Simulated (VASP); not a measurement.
# HC32 (a cell with a defect) in VASP: single point with PBE+D3(BJ)

Aim: the single point of HC32 (a cell with a defect) with PBE+D3(BJ).

Program: VASP 6.6.1. These are calculated values, not measurements. Logs are shortened: lines on timing, memory, paths and dates and some standing lists are left out, and cuts for length are marked.

### Step 1. The cell of the first run

The cell holds a defect, 33 atoms: a = 7.135 Å, b = 7.433 Å, c = 7.433 Å, α = 70.11°, β = 61.32°, γ = 61.32°.

### Step 2. Single point, PBE+D3(BJ)

INCAR reads:

```
PREC     = Accurate       # precision mode
ENCUT    = 520            # plane-wave cutoff, eV
EDIFF    = 1E-7           # SCF threshold, eV
ISMEAR   = 0              # smearing method
SIGMA    = 0.1            # smearing width, eV
LREAL    = Auto         
LASPH    = T              # aspherical terms in the spheres
NELM     = 100            # most SCF steps
ALGO     = Normal         # electronic algorithm
ISIF     = 2              # what is computed and relaxed
LWAVE    = F              # write WAVECAR
LCHARG   = F              # write CHGCAR
GGA      = PE             # functional
IVDW     = 12             # dispersion correction
NBANDS   = 86             # bands
```

KPOINTS reads:

```
regular mesh
0
Gamma
  4 4 4
```

POSCAR reads:

```
HC32
1.0
    0.0000000000      0.0000000000      7.1348522610
    1.2323690480      6.4035774147      3.5674261305
   -6.1618452403      2.1345258048      3.5674261305
C H
32 1
Direct
    0.0040777796      0.3340910534      0.6673698078
    0.4944613043      0.3340910534      0.6673698078
    0.2569631756      0.5831803535      0.9176021462
    0.7422542856      0.5831804999      0.9176021755
    0.8813604841      0.2087445366      0.0413610365
    0.3685340280      0.2087445366      0.0413610365
    0.1285026746      0.4576106160      0.2923848440
    0.6215018105      0.4576106160      0.2923848440
    0.8686433200      0.7086344680      0.5412510465
    0.3814712143      0.7086344680      0.5412510465
    0.1664838802      0.9584717076      0.7915239146
    0.5835205463      0.9584717076      0.7915239146
    0.0077498342      0.8323932941      0.1668150840
    0.4930417328      0.8323932941      0.1668150840
    0.2555436571      0.0826256970      0.4159045305
    0.7459260605      0.0826256970      0.4159045305
    0.1307251195      0.2915441978      0.4584513137
    0.6192793141      0.2915441978      0.4584513137
    0.3803301191      0.5416305785      0.7087108796
    0.8693284715      0.5416305785      0.7087108796
    1.0124031517      0.1691605160      0.8341026078
    0.4843338238      0.1691605667      0.8341024557
    0.2515130292      0.4165126725      0.0838541550
    0.7481200885      0.4165126725      0.0838541550
    0.0018838591      0.6661413208      0.3334827256
    0.4984920397      0.6661413208      0.3334827256
    0.2656715327      0.9158928599      0.5808349402
    0.7376004879      0.9158930063      0.5808349695
    0.1406817124      0.7897131964      0.9602823293
    0.6093226705      0.7897131964      0.9602823293
    0.3696750516      0.0412845130      0.2083649793
    0.8806754012      0.0412845130      0.2083649793
    0.3750016352     -0.0404020716     -0.2096012172
```

Potentials or basis: VASP PAW PBE potentials, release 64 (C, H).

Started as:

```sh
cat potpaw_PBE.64/C/POTCAR potpaw_PBE.64/H/POTCAR > POTCAR
mpirun -np 1 vasp_std > vasp.out
```

OUTCAR:

```text
PREC = Accurate
   ENCUT = 520
   EDIFF = 1E-7
   ISMEAR = 0
   LREAL = Auto
   LASPH = T
   NELM = 100
   ISIF = 2
   GGA = PE
   IVDW = 12
 IVDW          = 12

 ion  position               nearest neighbor table
   1  0.004  0.334  0.667-  21 1.42  20 1.42  17 1.43
   2  0.494  0.334  0.667-  22 1.42  19 1.42  18 1.43
   3  0.257  0.583  0.918-  29 1.41  23 1.42  19 1.43
   4  0.742  0.583  0.918-  30 1.41  24 1.42  20 1.43
   5  0.881  0.209  0.041-  21 1.41  24 1.42  32 1.43
   6  0.369  0.209  0.041-  22 1.41  23 1.42  31 1.43
[... 24 lines left out ...]
  31  0.370  0.041  0.208-  15 1.42  14 1.43   6 1.43
  32  0.881  0.041  0.208-  16 1.42  13 1.43   5 1.43
  33  0.375  0.960  0.790-

  LATTYP: Found a body centered orthorhombic cell.
 ALAT       =     7.1348522610
 B/A-ratio  =     1.1966755452
 C/A-ratio  =     1.3818018963

  Lattice vectors:

 A1 = (  -1.2323690480,  -6.4035774147,  -3.5674261305)
 A2 = (   6.1618452403,  -2.1345258048,   3.5674261305)
 A3 = (  -6.1618452403,   2.1345258048,   3.5674261305)

Analysis of symmetry for initial positions (statically):
=====================================================================
 Subroutine PRICEL returns:
 Original cell was already a primitive cell.

 Routine SETGRP: Setting up the symmetry group for a
 body centered orthorhombic supercell.

 Subroutine GETGRP returns: Found  4 space group operations
 (whereof  1 operations were pure point group operations)
 out of a pool of  8 trial point group operations.

The static configuration has the point symmetry C_1 .
 The point group associated with its full space group is C_2v.

Analysis of symmetry for dynamics (positions and initial velocities):
=====================================================================
 Subroutine PRICEL returns:
 Original cell was already a primitive cell.

 Routine SETGRP: Setting up the symmetry group for a
 body centered orthorhombic supercell.

 Subroutine GETGRP returns: Found  4 space group operations
 (whereof  1 operations were pure point group operations)
 out of a pool of  8 trial point group operations.

The dynamic configuration has the point symmetry C_1 .
 The point group associated with its full space group is C_2v.

 Subroutine INISYM returns: Found  4 space group operations
 (whereof  1 operations are pure point group operations),
 and found     1 'primitive' translations

----------------------------------------------------------------------------------------

                                     Primitive cell

  volume of cell :     300.2943

  direct lattice vectors                    reciprocal lattice vectors
     0.000000000  0.000000000  7.134852261     0.050715328 -0.087841524  0.140157072
     1.232369048  6.403577415  3.567426130     0.050715328  0.146402540  0.000000000
    -6.161845240  2.134525805  3.567426130    -0.152145983  0.029280508  0.000000000

  length of vectors
     7.134852261  7.433106105  7.433106105     0.173009198  0.154937885  0.154937885

  position of ions in fractional coordinates (direct lattice)
     0.004077780  0.334091053  0.667369808
     0.494461304  0.334091053  0.667369808
     0.256963176  0.583180353  0.917602146
     0.742254286  0.583180500  0.917602176
     0.881360484  0.208744537  0.041361036
     0.368534028  0.208744537  0.041361036
[... 25 lines left out ...]
     0.880675401  0.041284513  0.208364979
     0.375001635  0.959597928  0.790398783

  ion indices of the primitive-cell ions
   primitive index   ion index
                 1           1
                 2           2
                 3           3
                 4           4
                 5           5
                 6           6
[... 25 lines left out ...]
                32          32
                33          33

----------------------------------------------------------------------------------------

 KPOINTS: regular mesh

Automatic generation of k-mesh.
 Grid dimensions read from file:
 generate k-points for:    4    4    4

 Generating k-lattice:

  Cartesian coordinates                     Fractional coordinates (reciprocal lattice)
     0.012678832 -0.021960381  0.035039268     0.250000000 -0.000000000  0.000000000
     0.012678832  0.036600635  0.000000000     0.000000000  0.250000000  0.000000000
    -0.038036496  0.007320127  0.000000000     0.000000000  0.000000000  0.250000000

  Length of vectors
     0.043252299  0.038734471  0.038734471

  Shift w.r.t. Gamma in fractional coordinates (k-lattice)
     0.000000000  0.000000000  0.000000000

 Subroutine IBZKPT returns following result:
 ===========================================

 Found     18 irreducible k-points:

 Following reciprocal coordinates:
            Coordinates               Weight
  0.000000  0.000000  0.000000      1.000000
  0.250000  0.000000  0.000000      4.000000
  0.500000  0.000000  0.000000      2.000000
  0.000000  0.250000  0.000000      4.000000
  0.250000  0.250000 -0.000000      4.000000
  0.500000  0.250000 -0.000000      8.000000
[... 10 lines left out ...]
  0.500000 -0.250000  0.250000      2.000000
  0.000000  0.500000  0.500000      1.000000
   k-points           NKPTS =     18   k-points in BZ     NKDIM =     18   number of bands    NBANDS=     86
   number of dos      NEDOS =    301   number of ions     NIONS =     33
   total plane-waves  NPLWV = 169344
   dimension x,y,z NGX =    54 NGY =   56 NGZ =   56
   dimension x,y,z NGXF=   108 NGYF=  112 NGZF=  112
   ions per type =              32   1
   NGX,Y,Z   is equivalent  to a cutoff of  12.58, 12.52, 12.52 a.u.
   NGXF,Y,Z  is equivalent  to a cutoff of  25.16, 25.05, 25.05 a.u.
 SYSTEM =  unknown system
   PREC   = accura    normal or accurate (medium, high low for compatibility)
   ISTART =      0    job   : 0-new  1-cont  2-samecut
   ICHARG =      2    charge: 1-file 2-atom 10-const
   ISPIN  =      1    spin polarized calculation?
   LNONCOLLINEAR =      F non collinear calculations
   LSORBIT =      F    spin-orbit coupling
   LASPH  =      T    aspherical Exc in radial PAW
   ENCUT  =  520.0 eV  38.22 Ry    6.18 a.u.  13.27 13.82 13.82*2*pi/ulx,y,z
   NELM   =    100;   NELMIN=  2; NELMDL= -5     # of ELM steps
   EDIFF  = 0.1E-06   stopping-criterion for ELM
   LREAL  =      T    real-space projection
   EDIFFG = 0.1E-05   stopping-criterion for IOM
   NSW    =      0    number of steps for IOM
   IBRION =     -1    ionic relax: 0-MD 1-quasi-New 2-CG
   NFREE  =      0    steps in history (QN), initial steepest desc. (CG)
   ISIF   =      2    stress and relaxation
   ISYM   =      2    0-nonsym 1-usesym 2-fastsym
   POTIM  = 0.5000    time-step for ionic-motion
   TEBEG  =    0.0;   TEEND  =   0.0 temperature during run
   PSTRESS=    0.0 pullay stress
   NELECT =     129.0000    total number of electrons
   NUPDOWN=      -1.0000    fix difference up-down
   EMIN   =  10.00;   EMAX   =-10.00  energy-range for DOS
   EFERMI =   0.00;   METHOD = LEGACY
   ISMEAR =     0;   SIGMA  =   0.10  broadening in eV -4-tet -1-fermi 0-gaus
   EFERMI_NEDOS =   21; number of points for ismear=-14 and -15
   IALGO  =     38    algorithm
   IMIX   =      4    mixing-type and parameters
     AMIX     =   0.40;   BMIX     =  1.00
     AMIX_MAG =   1.60;   BMIX_MAG =  1.00
  volume/ion in A,a.u.               =       9.10        61.41
  Fermi-wavevector in a.u.,A,eV,Ry     =   1.235252  2.334288 20.760427  1.525848
  Thomas-Fermi vector in A             =   2.369909
   LORBIT       =      0    0 simple, 1 ext, 2 COOP (PROOUT), +10 PAW based schemes
   GGA     = PE    functional components
   LHFCALC =     F    Hartree Fock is set to
   AEXX    =    0.0000 exact exchange contribution
   IVDW    =    12    specifies the selected vdW correction
   LEPSILON=     F    determine dielectric tensor
   LRPA    =     F    only Hartree local field effects (RPA)
 non-spin polarized calculation
 Gauss-broadening in eV      SIGMA  =   0.10
  energy-cutoff  :      520.00
  volume of cell :      300.29
 maximum number of plane-waves:      8118
 NGX is ok and might be reduce to    54
   NGX = 27   NGY = 27   NGZ = 27

 number of electron     128.9999991 magnetization

 Free energy of the ion-electron system (eV)
  ---------------------------------------------------
  ext. energy  EPLUGINS =         0.00000000
  ---------------------------------------------------
  free energy    TOTEN  =      -296.28415914 eV

  energy without entropy =     -296.26998504  energy(sigma->0) =     -296.27707209

 E-fermi :   4.3607     XC(G=0):  -9.9472

 val. band max:        4.3195249654   @ k =   0.0000  -0.2500   0.2500
 cond. band min:       4.3987970044   @ k =   0.5000   0.0000   0.0000
 fundamental gap:      0.0792720390
 Fermi energy:         4.3606571049

 k-point     1 :       0.0000    0.0000    0.0000
  band No.  band energies     occupation
      1     -15.3955      2.00000
      2     -14.0796      2.00000
      3     -14.0645      2.00000
      4     -13.7257      2.00000
      5     -13.6920      2.00000
      6     -12.9184      2.00000
[... 68 lines left out ...]
     75       9.8336      0.00000
     76       9.8579      0.00000

 k-point     2 :       0.2500    0.0000    0.0000
  band No.  band energies     occupation
      1     -15.2956      2.00000
      2     -14.5829      2.00000
      3     -13.6918      2.00000
      4     -13.6601      2.00000
      5     -13.4945      2.00000
      6     -13.3027      2.00000
[... 68 lines left out ...]
     75       9.3840      0.00000
     76      10.3761      0.00000

 k-point     3 :       0.5000    0.0000    0.0000
  band No.  band energies     occupation
      1     -15.0460      2.00000
      2     -14.9714      2.00000
      3     -13.6147      2.00000
      4     -13.5445      2.00000
      5     -13.5276      2.00000
      6     -13.4938      2.00000
[... 1174 lines left out ...]
     75       8.7664      0.00000
     76       8.8570      0.00000

 k-point    18 :       0.0000    0.5000    0.5000
  band No.  band energies     occupation
      1     -15.1676      2.00000
      2     -14.3293      2.00000
      3     -14.2579      2.00000
      4     -13.9389      2.00000
      5     -13.8826      2.00000
      6     -12.6734      2.00000
[... 68 lines left out ...]
     75       9.0657      0.00000
     76       9.4703      0.00000
 [bands above 76 left out]

------------------------ aborting loop because EDIFF is reached ----------------------------------------

 Edisp (eV)   -4.74126

 E8    (eV) :    -1.3277

  FORCE on cell =-STRESS in cart. coord.  units (eV):
  Direction    XX          YY          ZZ          XY          YZ          ZX
  --------------------------------------------------------------------------------------
  -------------------------------------------------------------------------------------
  Total       3.49324     3.36649    -2.19568     0.10978     0.00000     0.00000
  in kB      18.63770    17.96140   -11.71474     0.58569     0.00000     0.00000
  external pressure =        8.29 kB  Pullay stress =        0.00 kB

 VOLUME and BASIS-vectors are now :
 -----------------------------------------------------------------------------
  energy-cutoff  :      520.00
  volume of cell :      300.29
      direct lattice vectors                 reciprocal lattice vectors
     0.000000000  0.000000000  7.134852261     0.050715328 -0.087841524  0.140157072
     1.232369048  6.403577415  3.567426130     0.050715328  0.146402540  0.000000000
    -6.161845240  2.134525805  3.567426130    -0.152145983  0.029280508  0.000000000

 POSITION                                       TOTAL-FORCE (eV/Angst)
 -----------------------------------------------------------------------------------
     -3.70051      3.56390      3.60173        -0.005670     -0.007126     -0.000587
     -3.70051      3.56390      7.10055        -0.005670     -0.007126      0.000587
     -4.93543      5.69309      7.18733         0.003333     -0.002436     -0.002199
     -4.93543      5.69309     10.64981         0.003333     -0.002436      0.002199
      0.00239      1.42500      7.18061        -0.010539     -0.009379     -0.000098
      0.00239      1.42500      3.52167        -0.010539     -0.009379      0.000098
[... 25 lines left out ...]
     -1.23303      0.70913      7.17409         0.006270      0.001489      0.000902
     -3.68774      7.83199      8.91857         0.000055      0.000032      0.000000
 -----------------------------------------------------------------------------------
    total drift:                               -0.013131      0.036042     -0.000029

  FREE ENERGIE OF THE ION-ELECTRON SYSTEM (eV)
  ---------------------------------------------------
  free  energy   TOTEN  =      -301.0254162343 eV

  energy  without entropy=     -301.0112421431  energy(sigma->0) =     -301.01832919
```

Run time: 8 min. Hardware: 1 thread of AMD EPYC 9R45 (Zen 5), shared host; peak memory 0.52 GiB.

Results:

| Quantity | Value |
| --- | --- |
| Free energy | -301.0254 eV |
| Pressure | 0.8 GPa |
| Largest force | 0.014 eV/Å |
| Dispersion energy per atom | -0.144 eV |

Forces on the atoms (eV/Å):
```
C   -0.006 -0.007 -0.001
C   -0.006 -0.007  0.001
C    0.003 -0.002 -0.002
C    0.003 -0.002  0.002
C   -0.011 -0.009  0.000
C   -0.011 -0.009  0.000
C   -0.002 -0.001  0.000
C   -0.002 -0.001  0.000
C   -0.013 -0.004  0.000
C   -0.013 -0.004  0.000
C   -0.003 -0.002  0.011
C   -0.003 -0.002 -0.011
C    0.000  0.004 -0.002
C    0.000  0.004  0.002
C   -0.009 -0.001 -0.001
C   -0.009 -0.001  0.001
C    0.005  0.003  0.001
C    0.005  0.003 -0.001
C    0.004  0.005  0.001
C    0.004  0.005 -0.001
C    0.005  0.006 -0.001
C    0.005  0.006  0.001
C    0.004  0.005  0.000
C    0.004  0.005  0.000
C    0.007  0.001  0.000
C    0.007  0.001  0.000
C    0.008  0.001 -0.001
C    0.008  0.001  0.001
C    0.001  0.001 -0.001
C    0.001  0.001  0.001
C    0.006  0.001 -0.001
C    0.006  0.001  0.001
H    0.000  0.000  0.000
```

Levels at points of the mesh, in eV from the Fermi level:
```
           k point  band 63  band 64  band 65  band 66  band 67  band 68
(0.00, 0.00, 0.00)    -1.96    -1.61    -0.47     0.38     0.70     0.91
(0.50, 0.00, 0.00)    -1.18    -0.77     0.04     0.44     1.04     1.45
(0.00, 0.50, 0.00)    -1.41    -1.35    -0.21     0.95     1.82     1.95
(0.50, 0.50, 0.00)    -2.64    -2.63     0.44     1.99     2.05     2.14
(0.00, 0.50, 0.50)    -0.69    -0.63    -0.06     1.19     1.35     1.37
```
